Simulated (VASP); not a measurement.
# I (Cmce) in VASP: further runs, part 2 of 2

VASP 6.6.1. Earlier steps stand in the parts before.

## 4. Single point, PBE

Contents of INCAR:

```
SYSTEM = I
ALGO     = Normal         ! electronic algorithm
EDIFF    = 1E-6           ! SCF threshold, eV
ENCUT    = 520            ! plane-wave cutoff, eV
GGA      = PE             ! functional
ISIF     = 2              ! what is computed and relaxed
ISMEAR   = -1             ! smearing method
LASPH    = .True.         ! aspherical terms in the spheres
LCHARG   = .False.        ! write CHGCAR
LREAL    = .False.        ! projectors in reciprocal space
LWAVE    = .False.        ! write WAVECAR
NBANDS   = 22             ! bands
NELM     = 60             ! most SCF steps
PREC     = Accurate       ! precision mode
SIGMA    = 0.05           ! smearing width, eV
```

Contents of KPOINTS:

```
k-points
0
Gamma
  5 5 2
  0 0 0
```

Contents of POSCAR:

```
I
1.0
    4.4691335775     -2.3015586197      0.0000000000
    4.4691335775      2.3015586197      0.0000000000
    0.0000000000      0.0000000000      9.8759877929
I
4
Direct
    0.8427352896      0.1572647104      0.1220149726
    0.6572647104      0.3427352896      0.6220149726
    0.1572647104      0.8427352896      0.8779850274
    0.3427352896      0.6572647104      0.3779850274
```

Potentials or basis: VASP PAW PBE potentials, release 64 (I).

On the command line:

```bash
$ cat potpaw_PBE.64/I/POTCAR > POTCAR
$ mpirun -np 1 vasp_std > vasp.out
```

OUTCAR:

```text
SYSTEM = I
   EDIFF = 1E-6
   ENCUT = 520
   GGA = PE
   ISIF = 2
   ISMEAR = -1
   LASPH = .True.
   LREAL = .False.
   NELM = 60
   PREC = Accurate

 ion  position               nearest neighbor table
   1  0.843  0.157  0.122-   3 2.81   4 3.42   4 3.42
   2  0.657  0.343  0.622-   4 2.81   3 3.42   3 3.42
   3  0.157  0.843  0.878-   1 2.81   2 3.42   2 3.42
   4  0.343  0.657  0.378-   2 2.81   1 3.42   1 3.42

  LATTYP: Found a base centered orthorhombic cell.
 ALAT       =     4.6031172394
 B/A-ratio  =     1.9417856835
 C/A-ratio  =     2.1454999469

  Lattice vectors:

 A1 = (  -4.4691335775,  -2.3015586197,   0.0000000000)
 A2 = (   4.4691335775,  -2.3015586197,   0.0000000000)
 A3 = (   0.0000000000,   0.0000000000,   9.8759877929)

Analysis of symmetry for initial positions (statically):
=====================================================================
 Subroutine PRICEL returns:
 Original cell was already a primitive cell.

 Routine SETGRP: Setting up the symmetry group for a
 base centered orthorhombic supercell.

 Subroutine GETGRP returns: Found  8 space group operations
 (whereof  4 operations were pure point group operations)
 out of a pool of  8 trial point group operations.

The static configuration has the point symmetry C_2h.
 The point group associated with its full space group is D_2h.

Analysis of symmetry for dynamics (positions and initial velocities):
=====================================================================
 Subroutine PRICEL returns:
 Original cell was already a primitive cell.

 Routine SETGRP: Setting up the symmetry group for a
 base centered orthorhombic supercell.

 Subroutine GETGRP returns: Found  8 space group operations
 (whereof  4 operations were pure point group operations)
 out of a pool of  8 trial point group operations.

The dynamic configuration has the point symmetry C_2h.
 The point group associated with its full space group is D_2h.

[... 111 lines left out ...]
   EFERMI_NEDOS =   21; number of points for ismear=-14 and -15
   IALGO  =     38    algorithm
   IMIX   =      4    mixing-type and parameters
     AMIX     =   0.40;   BMIX     =  1.00
     AMIX_MAG =   1.60;   BMIX_MAG =  1.00
  volume/ion in A,a.u.               =      50.79       342.76
  Fermi-wavevector in a.u.,A,eV,Ry     =   0.845621  1.597991  9.729174  0.715074
  Thomas-Fermi vector in A             =   1.960838
   LORBIT       =      0    0 simple, 1 ext, 2 COOP (PROOUT), +10 PAW based schemes
   GGA     = PE    functional components
   LHFCALC =     F    Hartree Fock is set to
   AEXX    =    0.0000 exact exchange contribution
   IVDW    =     0    specifies the selected vdW correction
   LEPSILON=     F    determine dielectric tensor
   LRPA    =     F    only Hartree local field effects (RPA)
 non-spin polarized calculation
  energy-cutoff  :      520.00
  volume of cell :      203.17
 maximum number of plane-waves:      5508
 NGX is ok and might be reduce to    40
   NGX = 19   NGY = 19   NGZ = 37

 number of electron      28.0000000 magnetization

 Free energy of the ion-electron system (eV)
  ---------------------------------------------------
  ext. energy  EPLUGINS =         0.00000000
  ---------------------------------------------------
  free energy    TOTEN  =        -6.08706760 eV

  energy without entropy =       -6.08706216  energy(sigma->0) =       -6.08706488

 E-fermi :   1.6177     XC(G=0):  -7.1626

 val. band max:        1.1240285727   @ k =   0.0000   0.0000   0.0000
 cond. band min:       2.1542757786   @ k =   0.4000   0.4000   0.0000
 fundamental gap:      1.0302472059
 Fermi energy:         1.6176702244

 k-point     1 :       0.0000    0.0000    0.0000
  band No.  band energies     occupation
      1     -12.0953      2.00000
      2     -11.4583      2.00000
      3     -10.5679      2.00000
      4      -9.4543      2.00000
      5      -3.1690      2.00000
      6      -1.8454      2.00000
[... 439 lines left out ...]
     21       8.8615      0.00000
     22       8.8615      0.00000

------------------------ aborting loop because EDIFF is reached ----------------------------------------

  FORCE on cell =-STRESS in cart. coord.  units (eV):
  Direction    XX          YY          ZZ          XY          YZ          ZX
  --------------------------------------------------------------------------------------
  -------------------------------------------------------------------------------------
  Total        0.0345784     -0.0507476     -0.1030627      0.0000000      0.0000000      0.0000000
  in kB        0.2726839     -0.4001933     -0.8127485      0.0000000      0.0000000      0.0000000
  external PRESSURE =      -0.3134193 kB  Pullay stress =       0.0000000 kB

 VOLUME and BASIS-vectors are now :
 -----------------------------------------------------------------------------
  energy-cutoff  :      520.00
  volume of cell :      203.17
      direct lattice vectors                 reciprocal lattice vectors
     4.469133578 -2.301558620  0.000000000     0.111878509 -0.217244087  0.000000000
     4.469133578  2.301558620  0.000000000     0.111878509  0.217244087  0.000000000
     0.000000000  0.000000000  9.875987793     0.000000000  0.000000000  0.101255694

 POSITION                                       TOTAL-FORCE (eV/Angst)
 -----------------------------------------------------------------------------------
      4.46913     -1.57765      1.20502         0.000000     -0.010194     -0.011478
      4.46913     -0.72391      6.14301         0.000000      0.010194     -0.011478
      4.46913      1.57765      8.67097         0.000000      0.010194      0.011478
      4.46913      0.72391      3.73298         0.000000     -0.010194      0.011478
 -----------------------------------------------------------------------------------
    total drift:                                0.000000     -0.000000      0.000000

  FREE ENERGIE OF THE ION-ELECTRON SYSTEM (eV)
  ---------------------------------------------------
  free  energy   TOTEN  =        -6.0870676024 eV

  energy  without entropy=       -6.0870621624  energy(sigma->0) =       -6.08706488
```

OSZICAR:

```text
N       E                     dE             d eps       ncg     rms          rms(c)
DAV:   1     0.159126793202E+03    0.15913E+03   -0.99857E+03   792   0.993E+02
DAV:   2     0.756577859608E+01   -0.15156E+03   -0.14743E+03  1110   0.154E+02
DAV:   3    -0.595920462099E+01   -0.13525E+02   -0.13486E+02  1032   0.528E+01
DAV:   4    -0.629530369066E+01   -0.33610E+00   -0.33606E+00  1052   0.977E+00
DAV:   5    -0.630085327402E+01   -0.55496E-02   -0.55495E-02  1044   0.130E+00    0.871E+00
DAV:   6    -0.614154065605E+01    0.15931E+00   -0.14482E-01   924   0.164E+00    0.587E+00
DAV:   7    -0.609473656812E+01    0.46804E-01   -0.35029E-01   924   0.255E+00    0.559E-01
DAV:   8    -0.608686194419E+01    0.78746E-02   -0.44327E-02   894   0.963E-01    0.283E-01
DAV:   9    -0.608697516728E+01   -0.11322E-03   -0.10234E-03   942   0.181E-01    0.110E-01
DAV:  10    -0.608705522199E+01   -0.80055E-04   -0.97223E-05   934   0.559E-02    0.258E-02
DAV:  11    -0.608706415606E+01   -0.89341E-05   -0.10939E-05   972   0.164E-02    0.668E-03
DAV:  12    -0.608706719242E+01   -0.30364E-05   -0.26191E-06   826   0.912E-03    0.667E-03
DAV:  13    -0.608706760238E+01   -0.40996E-06   -0.46276E-07   642   0.373E-03
   1 F= -.60870676E+01 E0= -.60870649E+01  d E =-.543994E-05
```

stdout:

```text
POSCAR found type information on POSCAR I
 POSCAR found :  1 types and       4 ions
 scaLAPACK will be used
 LDA part: xc-table for (Slater+PW92), standard interpolation
 POSCAR, INCAR and KPOINTS ok, starting setup
 FFT: planning ... GRIDC
 FFT: planning ... GRID_SOFT
 FFT: planning ... GRID
 WAVECAR not read
 entering main loop
```

Wall time 51 s (1 thread of Intel Xeon 6975P-C (Granite Rapids), shared host); peak memory 0.34 GiB.

Results:

* Free energy: -6.0871 eV
* Pressure: 0.0 GPa
* Largest force: 0.015 eV/Å
* Band gap on the k mesh: 1.03 eV (least direct gap 1.05 eV)

Forces on the atoms (eV/Å):
```
I    0.000 -0.010 -0.011
I    0.000  0.010 -0.011
I    0.000  0.010  0.011
I    0.000 -0.010  0.011
```

Levels at points of the mesh, in eV from the valence-band top:
```csv
k point,band 10,band 11,band 12,band 13,band 14,band 15,band 16,band 17,band 18,band 19
"(0.00, 0.00, 0.00)",-1.35,-1.28,-0.76,-0.56,0.00,1.05,1.89,4.65,5.25,5.46
"(0.00, 0.00, 0.50)",-1.61,-0.87,-0.87,-0.30,-0.30,1.30,1.30,5.09,5.09,6.05
```

Caveat: spin-orbit coupling is left out, which moves the levels of the heavy elements; an odd mesh through Γ misses points on the zone boundary, where band edges can lie.

## 5. Single point, PBE

Contents of INCAR:

```
PREC = Accurate
ENCUT = 520
EDIFF = 1E-7
ISMEAR = -1
SIGMA = 0.05
LREAL = False
LASPH = True
NELM = 80
ALGO = Normal
ISIF = 2
LWAVE = False
LCHARG = True
GGA = PE
LELF = True
LVHAR = True
NBANDS = 22
```

Contents of KPOINTS:

```
regular mesh
0
Gamma
  6 6 3
```

POSCAR is that of step 4.

On the command line:

```bash
$ cat potpaw_PBE.64/I/POTCAR > POTCAR
$ mpirun -np 1 vasp_std > vasp.out
```

Run time: 75 s. Hardware: 1 thread of Intel Xeon 6975P-C (Granite Rapids), shared host; peak memory 0.37 GiB.

The run converged. Its results:

* Free energy: -6.0920 eV
* Pressure: 0.0 GPa
* Largest force: 0.016 eV/Å
* Band gap on the k mesh: 1.03 eV (least direct gap 1.05 eV)

Forces in eV/Å, atoms in the order of the input:
```
I    0.000 -0.004 -0.015
I    0.000  0.004 -0.015
I    0.000  0.004  0.015
I    0.000 -0.004  0.015
```

Stress tensor (GPa, compression positive):
```
 0.03  0.00  0.00
 0.00 -0.03  0.00
 0.00  0.00 -0.14
```

Levels at points of the mesh, in eV from the valence-band top:
```csv
k point,band 12,band 13,band 14,band 15,band 16,band 17
"(0.00, 0.00, 0.00)",-0.76,-0.56,0.00,1.05,1.89,4.65
"(0.50, 0.00, 0.00)",-1.44,-0.70,-0.70,2.12,2.12,5.49
"(0.50, 0.50, 0.00)",-1.32,-0.60,-0.16,1.03,1.82,5.22
```

Caveat: spin-orbit coupling is left out, which moves the levels of the heavy elements; an odd mesh through Γ misses points on the zone boundary, where band edges can lie.

## 6. Overview

| k mesh | gap on the mesh (eV) | pressure (GPa) | largest force (eV/Å) |
| --- | --- | --- | --- |
| 3 × 3 × 2 | 1.03 | -0.1 | 0.06 |
| 4 × 4 × 2 | 1.03 | 0.0 | 0.03 |
| 5 × 5 × 2 | 1.03 | 0.0 | 0.02 |
| 6 × 6 × 3 | 1.03 | 0.0 | 0.02 |

Alike in all rows: task single point; level PBE; potentials or basis VASP PAW PBE potentials, release 64 (I); no spin polarisation; cell as given; cutoff (eV) 520; smearing fermi-dirac 0.05 eV.

Caveats: some runs use coarse meshes; spin-orbit coupling is left out, which moves the levels of the heavy elements; an odd mesh through Γ misses points on the zone boundary, where band edges can lie (at least some runs).

Absolute energies hang on the potentials; compare differences alone.
